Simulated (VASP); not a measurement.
Wanted: the native input for a VASP 6.6.1 run.

```
Task                   : relaxation of cell and atoms
Functional             : PBE
Dispersion             : D3(BJ)
Potentials or basis    : VASP PAW PBE potentials, release 64 (Pd)
Cutoff                 : 600 eV
k mesh                 : 18 × 18 × 18
Occupations            : gaussian, width 0.1 eV
Spin                   : no spin polarisation
Dipole correction      : no
Further INCAR settings : ALGO = Normal; EDIFF = 1e-06; IBRION = 2; EDIFFG = -0.005; NSW = 100; ISIF = 3
```

The structure of Pd lies in POSCAR:

```
Pd
1.0
    0.0000000000      1.9586507875      1.9586507875
    1.9586507875      0.0000000000      1.9586507875
    1.9586507875      1.9586507875      0.0000000000
Pd
1
Direct
    0.0000000000      0.0000000000      0.0000000000
```

The input as run:

INCAR

```
PREC     = Accurate       # precision mode
ENCUT    = 600            # plane-wave cutoff, eV
EDIFF    = 1E-6           # SCF threshold, eV
ISMEAR   = 0              # smearing method
SIGMA    = 0.1            # smearing width, eV
LREAL    = F              # projectors in reciprocal space
LASPH    = T              # aspherical terms in the spheres
NELM     = 100            # most SCF steps
ALGO     = Normal         # electronic algorithm
ISIF     = 3              # what is computed and relaxed
LWAVE    = F              # write WAVECAR
LCHARG   = F              # write CHGCAR
GGA      = PE             # functional
IVDW     = 12             # dispersion correction
IBRION   = 2              # ionic algorithm
NSW      = 100            # ionic steps
EDIFFG   = -0.005         # ionic threshold
```

KPOINTS

```
regular mesh
0
Gamma
  18 18 18
```

Potentials or basis: VASP PAW PBE potentials, release 64 (Pd).

Command:

```bash
$ cat potpaw_PBE.64/Pd/POTCAR > POTCAR
$ mpirun -np 1 vasp_std > vasp.out
```

Results of the run:

```
Relaxed volume                         : 14.68 Å³/atom
Relaxed cell                           : a = 2.749 Å, b = 2.749 Å, c = 2.749 Å, α = 60.00°, β = 60.00°, γ = 60.00°
Space group after relaxing (to 0.05 Å) : Fm-3m (No. 225)
Energy gained by relaxing              : 4.8 meV/atom
Ionic steps                            : 3
Pressure after relaxing                : 0.0 GPa
Band gap on the k mesh                 : zero (band 5 reaches 10.15 eV, above the bottom of band 6 at 8.56 eV)
Dispersion energy per atom             : -0.671 eV
```

Caveat: pairwise dispersion overbinds metals, which lowers pressure and volume.

It took 71 s on 1 thread of Intel Xeon 8259CL, on a shared host, peak memory 0.18 GiB.
